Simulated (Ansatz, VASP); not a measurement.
Two plane-wave programs on Si

POSCAR

```
Si
1.0
   -2.2811409569      2.2811409569      1.3554308785
    2.2811409569     -2.2811409569      1.3554308785
    2.2811409569      2.2811409569     -1.3554308785
Si
2
Direct
    0.2500000000      0.7500000000      0.5000000000
    0.5000000000      0.5000000000      0.0000000000
```

INCAR.step1

```
  ALGO = Normal
  EDIFF = 1E-4
  ENCUT = 520
  GGA = PE
  ISMEAR = 0
  LASPH = T
  LCHARG = F
  LREAL = F
  LWAVE = T
  NBANDS = 11
  NELM = 100
  PREC = Accurate
  SIGMA = 0.15
```

INCAR.step2

```
  ALGO = Normal
  EDIFF = 1E-7
  ENCUT = 520
  ISIF = 2
  ISMEAR = 0
  ISTART = 1
  LASPH = T
  LCHARG = F
  LMIXTAU = T
  LREAL = F
  LWAVE = F
  METAGGA = R2SCAN
  NBANDS = 11
  NELM = 100
  PREC = Accurate
  SIGMA = 0.15
```

File KPOINTS:

```
k-points
0
Gamma
  26 26 26
```

Input for Ansatz:

```yaml
crystal:
  lattice:
    - [-2.2811409569, 2.2811409569, 1.3554308785]
    - [2.2811409569, -2.2811409569, 1.3554308785]
    - [2.2811409569, 2.2811409569, -1.3554308785]
  atoms:
    - { symbol: Si, position: [0.25, 0.75, 0.5] }
    - { symbol: Si, position: [0.5, 0.5, 0.0] }
basis:
  ecutwfc: 500
kpoints:
  mp_grid: { grid: [26, 26, 26] }
hamiltonian:
  xc: r2scan
scf:
  occupations: { method: gaussian, width: 0.15 }
output:
  forces: true
  stress: true
  eigenvalues: true
```

Change from the starting cell: strain -0.050 along x and y, +0.025 along z, atoms carried along.

Alike in both runs: task single point; functional r2SCAN; k mesh 26 × 26 × 26; occupations gaussian, width 0.15 eV; no spin polarisation.

|  | VASP | Ansatz |
| --- | --- | --- |
| version | VASP 6.6.1 | Ansatz 0.2.0 |
| potentials or method | VASP PAW PBE potentials, release 64 (Si), cutoff 520 eV | scalar-relativistic, plane waves, PAW |
| valence electrons in the cell | 8 | 8 |

```tsv
	VASP	Ansatz	Ansatz less VASP
gap on the k mesh at the Fermi level (eV)	none	none	-
pressure (GPa)	12.3	12.4	+0.15
traceless stress, the component that is largest in VASP (GPa)	-6.69	-6.85	-0.161
```

VASP's potentials were made for PBE, not for r2SCAN. A gap of «none» marks a metal or a gap that the smearing closes.
